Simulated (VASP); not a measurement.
# Au (Im-3m) in VASP: further runs, part 3 of 3

VASP 6.6.1. The steps go on from the part before.

### Step 4. Single point, revPBE (volume scaled by 0.92)

INCAR reads:

```
ALGO     = Normal         # electronic algorithm
EDIFF    = 1E-6           # SCF threshold, eV
ENCUT    = 520            # plane-wave cutoff, eV
GGA      = RE             # functional
ISIF     = 2              # what is computed and relaxed
ISMEAR   = -1             # smearing method
LASPH    = True           # aspherical terms in the spheres
LCHARG   = True           # write CHGCAR
LELF     = True           # ELF
LREAL    = False          # projectors in reciprocal space
LVHAR    = True         
LWAVE    = False          # write WAVECAR
NBANDS   = 12             # bands
NELM     = 100            # most SCF steps
PREC     = Accurate       # precision mode
SIGMA    = 0.1            # smearing width, eV
```

KPOINTS reads:

```
k-points
0
Gamma
  15 15 15
```

POSCAR reads:

```
Au
1.0
   -1.6174147541      1.6174147541      1.6174147541
    1.6174147541     -1.6174147541      1.6174147541
    1.6174147541      1.6174147541     -1.6174147541
Au
1
Direct
    0.0000000000      0.0000000000      0.0000000000
```

Potentials or basis: VASP PAW PBE potentials, release 64 (Au).

Command:

```console
cat potpaw_PBE.64/Au/POTCAR > POTCAR
mpirun -np 1 vasp_std > vasp.out
```

OUTCAR:

```text
EDIFF = 1E-6
   ENCUT = 520
   GGA = RE
   ISIF = 2
   ISMEAR = -1
   LASPH = True
   LREAL = False
   NELM = 100
   PREC = Accurate

 ion  position               nearest neighbor table
   1  0.000  0.000  0.000-

  LATTYP: Found a body centered cubic cell.
 ALAT       =     3.2348295082

  Lattice vectors:

 A1 = (  -1.6174147541,   1.6174147541,   1.6174147541)
 A2 = (   1.6174147541,  -1.6174147541,   1.6174147541)
 A3 = (   1.6174147541,   1.6174147541,  -1.6174147541)

Analysis of symmetry for initial positions (statically):
=====================================================================
 Subroutine PRICEL returns:
 Original cell was already a primitive cell.

 Routine SETGRP: Setting up the symmetry group for a
 body centered cubic supercell.

 Subroutine GETGRP returns: Found 48 space group operations
 (whereof 48 operations were pure point group operations)
 out of a pool of 48 trial point group operations.

The static configuration has the point symmetry O_h .

Analysis of symmetry for dynamics (positions and initial velocities):
=====================================================================
 Subroutine PRICEL returns:
 Original cell was already a primitive cell.

 Routine SETGRP: Setting up the symmetry group for a
 body centered cubic supercell.

 Subroutine GETGRP returns: Found 48 space group operations
 (whereof 48 operations were pure point group operations)
 out of a pool of 48 trial point group operations.

The dynamic configuration has the point symmetry O_h .

 Subroutine INISYM returns: Found 48 space group operations
 (whereof 48 operations are pure point group operations),
 and found     1 'primitive' translations

----------------------------------------------------------------------------------------

                                     Primitive cell

  volume of cell :      16.9248

  direct lattice vectors                    reciprocal lattice vectors
    -1.617414754  1.617414754  1.617414754     0.000000000  0.309135303  0.309135303
     1.617414754 -1.617414754  1.617414754     0.309135303  0.000000000  0.309135303
     1.617414754  1.617414754 -1.617414754     0.309135303  0.309135303  0.000000000

  length of vectors
     2.801444531  2.801444531  2.801444531     0.437183338  0.437183338  0.437183338

  position of ions in fractional coordinates (direct lattice)
     0.000000000  0.000000000  0.000000000

  ion indices of the primitive-cell ions
   primitive index   ion index
                 1           1

----------------------------------------------------------------------------------------

 KPOINTS: k-points

Automatic generation of k-mesh.
 Grid dimensions read from file:
 generate k-points for:   15   15   15

 Generating k-lattice:

  Cartesian coordinates                     Fractional coordinates (reciprocal lattice)
     0.000000000  0.020609020  0.020609020     0.066666667  0.000000000  0.000000000
     0.020609020  0.000000000  0.020609020     0.000000000  0.066666667  0.000000000
     0.020609020  0.020609020  0.000000000     0.000000000  0.000000000  0.066666667

  Length of vectors
     0.029145556  0.029145556  0.029145556

  Shift w.r.t. Gamma in fractional coordinates (k-lattice)
     0.000000000  0.000000000  0.000000000

 Subroutine IBZKPT returns following result:
 ===========================================

 Found    120 irreducible k-points:

 Following reciprocal coordinates:
            Coordinates               Weight
  0.000000  0.000000  0.000000      1.000000
  0.066667  0.000000  0.000000     12.000000
  0.133333  0.000000  0.000000     12.000000
  0.200000  0.000000  0.000000     12.000000
  0.266667  0.000000  0.000000     12.000000
  0.333333  0.000000  0.000000     12.000000
[... 16 lines left out ...]
  0.333333  0.200000  0.000000     48.000000
  0.400000  0.200000  0.000000     24.000000
 [... further k-points ...]
   k-points           NKPTS =    120   k-points in BZ     NKDIM =    120   number of bands    NBANDS=     12
   number of dos      NEDOS =    301   number of ions     NIONS =      1
   total plane-waves  NPLWV =  13824
   dimension x,y,z NGX =    24 NGY =   24 NGZ =   24
   dimension x,y,z NGXF=    48 NGYF=   48 NGZF=   48
   ions per type =               1
   NGX,Y,Z   is equivalent  to a cutoff of  14.24, 14.24, 14.24 a.u.
   NGXF,Y,Z  is equivalent  to a cutoff of  28.48, 28.48, 28.48 a.u.
 SYSTEM =  unknown system
   PREC   = accura    normal or accurate (medium, high low for compatibility)
   ISTART =      0    job   : 0-new  1-cont  2-samecut
   ICHARG =      2    charge: 1-file 2-atom 10-const
   ISPIN  =      1    spin polarized calculation?
   LNONCOLLINEAR =      F non collinear calculations
   LSORBIT =      F    spin-orbit coupling
   LASPH  =      T    aspherical Exc in radial PAW
   ENCUT  =  520.0 eV  38.22 Ry    6.18 a.u.   5.21  5.21  5.21*2*pi/ulx,y,z
   NELM   =    100;   NELMIN=  2; NELMDL= -5     # of ELM steps
   EDIFF  = 0.1E-05   stopping-criterion for ELM
   LREAL  =      F    real-space projection
   EDIFFG = 0.1E-04   stopping-criterion for IOM
   NSW    =      0    number of steps for IOM
   IBRION =     -1    ionic relax: 0-MD 1-quasi-New 2-CG
   NFREE  =      0    steps in history (QN), initial steepest desc. (CG)
   ISIF   =      2    stress and relaxation
   ISYM   =      2    0-nonsym 1-usesym 2-fastsym
   POTIM  = 0.5000    time-step for ionic-motion
   TEBEG  =    0.0;   TEEND  =   0.0 temperature during run
   PSTRESS=    0.0 pullay stress
   NELECT =      11.0000    total number of electrons
   NUPDOWN=      -1.0000    fix difference up-down
   EMIN   =  10.00;   EMAX   =-10.00  energy-range for DOS
   EFERMI =   0.00;   METHOD = LEGACY
   ISMEAR =    -1;   SIGMA  =   0.10  broadening in eV -4-tet -1-fermi 0-gaus
   EFERMI_NEDOS =   21; number of points for ismear=-14 and -15
   IALGO  =     38    algorithm
   IMIX   =      4    mixing-type and parameters
     AMIX     =   0.40;   BMIX     =  1.00
     AMIX_MAG =   1.60;   BMIX_MAG =  1.00
  volume/ion in A,a.u.               =      16.92       114.21
  Fermi-wavevector in a.u.,A,eV,Ry     =   1.418070  2.679764 27.360261  2.010922
  Thomas-Fermi vector in A             =   2.539234
   LORBIT       =      0    0 simple, 1 ext, 2 COOP (PROOUT), +10 PAW based schemes
   GGA     = RE    functional components
   LHFCALC =     F    Hartree Fock is set to
   AEXX    =    0.0000 exact exchange contribution
   IVDW    =     0    specifies the selected vdW correction
   LEPSILON=     F    determine dielectric tensor
   LRPA    =     F    only Hartree local field effects (RPA)
 non-spin polarized calculation
  energy-cutoff  :      520.00
  volume of cell :       16.92
 maximum number of plane-waves:       468
 NGX is ok and might be reduce to    24
   NGX = 11   NGY = 11   NGZ = 11

 number of electron      11.0000001 magnetization

 Free energy of the ion-electron system (eV)
  ---------------------------------------------------
  ext. energy  EPLUGINS =         0.00000000
  ---------------------------------------------------
  free energy    TOTEN  =        -2.66489642 eV

  energy without entropy =       -2.65402552  energy(sigma->0) =       -2.65946097

 E-fermi :   9.5734     XC(G=0): -12.6995

 val. band max:        9.5297709819   @ k =  -0.4000   0.4667   0.0667
 cond. band min:       9.6212791386   @ k =  -0.4000   0.4000   0.2000
 fundamental gap:      0.0915081567
 Fermi energy:         9.5733660552

 k-point     1 :       0.0000    0.0000    0.0000
  band No.  band energies     occupation
      1      -0.2277      2.00000
      2       4.7556      2.00000
      3       4.7556      2.00000
      4       4.7556      2.00000
      5       6.7036      2.00000
      6       6.7036      2.00000
      7      26.1813      0.00000
      8      26.1813      0.00000
      9      26.1813      0.00000
     10      34.1919      0.00000
     11      34.1919      0.00000
     12      34.1919      0.00000

 k-point     2 :       0.0667    0.0000    0.0000
  band No.  band energies     occupation
      1      -0.0625      2.00000
      2       4.7023      2.00000
      3       4.7600      2.00000
      4       4.8731      2.00000
      5       6.6393      2.00000
      6       6.7074      2.00000
      7      26.1757      0.00000
      8      26.2254      0.00000
      9      26.3961      0.00000
     10      32.3371      0.00000
     11      32.4649      0.00000
     12      33.6087      0.00000
[... 316 lines left out ...]
 k-point    24 :       0.4000    0.2000    0.0000
  band No.  band energies     occupation
      1       3.0616      2.00000
      2       3.9401      2.00000
      3       5.5688      2.00000
      4       6.5665      2.00000
      5       7.2509      2.00000
      6      12.2920      0.00000
      7      13.1050      0.00000
      8      19.0159      0.00000
      9      23.6259      0.00000
     10      30.6627      0.00000
     11      31.7632      0.00000
     12      35.4726      0.00000

 [... further k-points ...]
[... 5 lines left out ...]
  --------------------------------------------------------------------------------------
  -------------------------------------------------------------------------------------
  Total        1.4025410      1.4025410      1.4025410      0.0000000     -0.0000000     -0.0000000
  in kB      132.7706100    132.7706100    132.7706100      0.0000000     -0.0000000     -0.0000000
  external PRESSURE =     132.7706100 kB  Pullay stress =       0.0000000 kB

 VOLUME and BASIS-vectors are now :
 -----------------------------------------------------------------------------
  energy-cutoff  :      520.00
  volume of cell :       16.92
      direct lattice vectors                 reciprocal lattice vectors
    -1.617414754  1.617414754  1.617414754     0.000000000  0.309135303  0.309135303
     1.617414754 -1.617414754  1.617414754     0.309135303  0.000000000  0.309135303
     1.617414754  1.617414754 -1.617414754     0.309135303  0.309135303  0.000000000

 POSITION                                       TOTAL-FORCE (eV/Angst)
 -----------------------------------------------------------------------------------
      0.00000      0.00000      0.00000         0.000000      0.000000      0.000000
 -----------------------------------------------------------------------------------
    total drift:                               -0.000000      0.000000      0.000000

  FREE ENERGIE OF THE ION-ELECTRON SYSTEM (eV)
  ---------------------------------------------------
  free  energy   TOTEN  =        -2.6648964150 eV

  energy  without entropy=       -2.6540255235  energy(sigma->0) =       -2.65946097
```

Wall time 12 s (1 thread of Intel Xeon 6975P-C, shared host); peak memory 0.15 GiB.

Results:

- Free energy: -2.6649 eV
- Pressure: 13.3 GPa

Levels at points of the mesh, in eV from the Fermi level:
```tsv
k point	band 4	band 5	band 6	band 7	band 8	band 9
(0.00, 0.00, 0.00)	-4.82	-2.87	-2.87	16.61	16.61	16.61
```

Caveat: the PAW data sets were made with another functional, which shifts forces and pressure a little; spin-orbit coupling is left out, which moves the levels of the heavy elements.

### Step 5. Single point, revPBE (volume scaled by 0.96)

INCAR reads:

```
ALGO = Normal
EDIFF = 1E-7
ENCUT = 520
GGA = RE
ISIF = 2
ISMEAR = -1
LASPH = T
LCHARG = F
LREAL = F
LWAVE = F
NBANDS = 12
NELM = 100
PREC = Accurate
SIGMA = 0.1
```

KPOINTS is that of step 4.

POSCAR reads:

```
Au
1.0
   -1.6405238013      1.6405238013      1.6405238013
    1.6405238013     -1.6405238013      1.6405238013
    1.6405238013      1.6405238013     -1.6405238013
Au
1
Direct
    0.0000000000      0.0000000000      0.0000000000
```

Command:

```console
cat potpaw_PBE.64/Au/POTCAR > POTCAR
mpirun -np 1 vasp_std > vasp.out
```

Wall time 13 s (1 thread of Intel Xeon 6975P-C, shared host); peak memory 0.15 GiB.

Results (log left out):

```
Free energy : -2.7085 eV
Pressure    : 5.8 GPa
```

Levels at points of the mesh, in eV from the Fermi level:
```tsv
k point	band 2	band 3	band 4	band 5	band 6	band 7	band 8	band 9	band 10	band 11
(0.00, 0.00, 0.00)	-4.59	-4.59	-4.59	-2.77	-2.77	16.60	16.60	16.60	23.84	23.84
```

Caveat: the PAW data sets were made with another functional, which shifts forces and pressure a little; spin-orbit coupling is left out, which moves the levels of the heavy elements.

### Step 6. Overview

| cell | k mesh | gap on the mesh (eV) | pressure (GPa) |
| --- | --- | --- | --- |
| a = 2.880 Å, angles 109.5°, 1 atom | 14 × 14 × 14 | none | -0.2 |
| a = 2.760 Å, angles 109.5°, 1 atom | 15 × 15 × 15 | none | 23.2 |
| a = 2.801 Å, angles 109.5°, 1 atom | 15 × 15 × 15 | none | 13.3 |
| a = 2.841 Å, angles 109.5°, 1 atom | 15 × 15 × 15 | none | 5.8 |

Alike in all rows: task single point; level revPBE; potentials or basis VASP PAW PBE potentials, release 64 (Au); no spin polarisation; cutoff (eV) 520; smearing fermi-dirac 0.1 eV.

Caveats: the PAW data sets were made with another functional, which shifts forces and pressure a little; spin-orbit coupling is left out, which moves the levels of the heavy elements.

Absolute energies hang on the potentials; compare differences alone.
